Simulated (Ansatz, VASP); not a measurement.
## NaCl in VASP and in Ansatz

File POSCAR:

```
NaCl
1.0
    0.0000000000      2.8027319616      2.8027319616
    2.8027319616      0.0000000000      2.8027319616
    2.8027319616      2.8027319616      0.0000000000
Na Cl
1 1
Direct
    0.0000000000      0.0000000000      0.0000000000
    0.5000000000      0.5000000000      0.5000000000
```

INCAR.step1

```
SYSTEM = NaCl
  ALGO = Normal
  EDIFF = 1E-4
  ENCUT = 520
  GGA = PE
  ISMEAR = 0
  LASPH = .TRUE.
  LCHARG = .FALSE.
  LREAL = .FALSE.
  LWAVE = .TRUE.
  NBANDS = 14
  NELM = 60
  PREC = Accurate
  SIGMA = 0.01
```

INCAR.step2

```
SYSTEM = NaCl
  ALGO = Normal
  EDIFF = 1E-6
  ENCUT = 520
  ISIF = 2
  ISMEAR = 0
  ISTART = 1
  LASPH = .TRUE.
  LCHARG = .TRUE.
  LELF = .TRUE.
  LMIXTAU = .TRUE.
  LREAL = .FALSE.
  LVHAR = .TRUE.
  LWAVE = .FALSE.
  METAGGA = R2SCAN
  NBANDS = 14
  NELM = 60
  PREC = Accurate
  SIGMA = 0.01
```

The input KPOINTS:

```
k-points
0
G
  4 4 4
  0 0 0
```

Input for Ansatz:

```yaml
crystal:
  lattice:
    - [0.0, 2.8027319616, 2.8027319616]
    - [2.8027319616, 0.0, 2.8027319616]
    - [2.8027319616, 2.8027319616, 0.0]
  atoms:
    - { symbol: Na, position: [0.0, 0.0, 0.0] }
    - { symbol: Cl, position: [0.5, 0.5, 0.5] }
kpoints:
  mp_grid: { grid: [4, 4, 4] }
hamiltonian:
  xc: r2scan
scf:
  occupations: { method: fixed }
  n_extra_bands: 4
output:
  forces: true
  stress: true
  eigenvalues: true
```

Alike in both runs: task single point; functional r2SCAN; k mesh 4 × 4 × 4; no spin polarisation.

```csv
,VASP,Ansatz
version,VASP 6.6.1,Ansatz 0.2.0
potentials or method,"VASP PAW PBE potentials, release 64 (Na_pv, Cl)",plane waves
plane-wave cutoff (eV),520,500
occupations,"gaussian, width 0.01 eV",fixed
valence electrons in the cell,14,16
```

```csv
,VASP,Ansatz,Ansatz less VASP
gap on the k mesh at the Fermi level (eV),6.00,5.97,-0.023
pressure (GPa),-0.1,0.1,+0.19
```

VASP's potentials were made for PBE, not for r2SCAN. VASP's potentials hold 14 valence electrons a cell and Ansatz's 16, so a difference there can come from the potentials and not from the codes.

The k mesh is coarse, so the values compare programs but aren't converged.
